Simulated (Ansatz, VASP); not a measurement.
# One calculation of MgO, two programs

File INCAR:

```
PREC = Accurate ; ENCUT = 520
EDIFF = 1E-6 ; ISMEAR = 0
SIGMA = 0.05 ; LREAL = F
LASPH = T ; NELM = 60
ALGO = Normal ; ISIF = 2
LWAVE = F ; LCHARG = F
GGA = PE ; NBANDS = 16
```

Contents of KPOINTS:

```
Automatic mesh
0
Gamma
  9 9 6
```

The input POSCAR:

```
MgO
1.0
    3.5565000000      0.0000000000      0.0000000000
   -1.7782500000      3.0800193485      0.0000000000
    0.0000000000      0.0000000000      4.1546000000
Mg O
2 2
Direct
    0.6666666667      0.3333333333      0.7500000000
    0.3333333333      0.6666666667      0.2500000000
    0.6666666667      0.3333333333      0.2500000000
    0.3333333333      0.6666666667      0.7500000000
```

Input for Ansatz:

```yaml
crystal:
  lattice:
    - [3.5565, 0.0, 0.0]
    - [-1.77825, 3.0800193485, 0.0]
    - [0.0, 0.0, 4.1546]
  atoms:
    - { symbol: Mg, position: [0.6666666667, 0.3333333333, 0.75] }
    - { symbol: Mg, position: [0.3333333333, 0.6666666667, 0.25] }
    - { symbol: O, position: [0.6666666667, 0.3333333333, 0.25] }
    - { symbol: O, position: [0.3333333333, 0.6666666667, 0.75] }
basis:
  ecutwfc: 520.0
kpoints:
  mp_grid: { grid: [9, 9, 6] }
hamiltonian:
  xc: pbe
  pseudopotentials: { kind: paw, azcp: { folder: soft_1 } }
scf:
  occupations: { method: gaussian, width: 0.05 }
output:
  forces: true
  stress: true
  eigenvalues: true
  write_density: true
  write_potential: true
  elf: true
  volumetric_format: npy
```

Alike in both runs: task single point; functional PBE; k mesh 9 × 9 × 6; occupations gaussian, width 0.05 eV; no spin polarisation.

```csv
,VASP,Ansatz
version,VASP 6.6.1,Ansatz 0.2.0
potentials or method,"VASP PAW PBE potentials, release 64 (Mg, O), cutoff 520 eV","scalar-relativistic, plane waves, PAW"
valence electrons in the cell,16,32
```

Ansatz gave:

```
gap on the k mesh at the Fermi level (eV)                     : 3.32
least direct gap on the mesh (eV)                             : 3.32
pressure (GPa)                                                : 0.4
traceless stress, the component that is largest in VASP (GPa) : 3.27
```

Problem. Estimate VASP's values.

Solution. gap on the k mesh at the Fermi level (eV): 3.30; least direct gap on the mesh (eV): 3.30; pressure (GPa): -0.3; traceless stress, the component that is largest in VASP (GPa): 3.18.

VASP's potentials hold 16 valence electrons a cell and Ansatz's 32, so a difference there can come from the potentials and not from the codes.
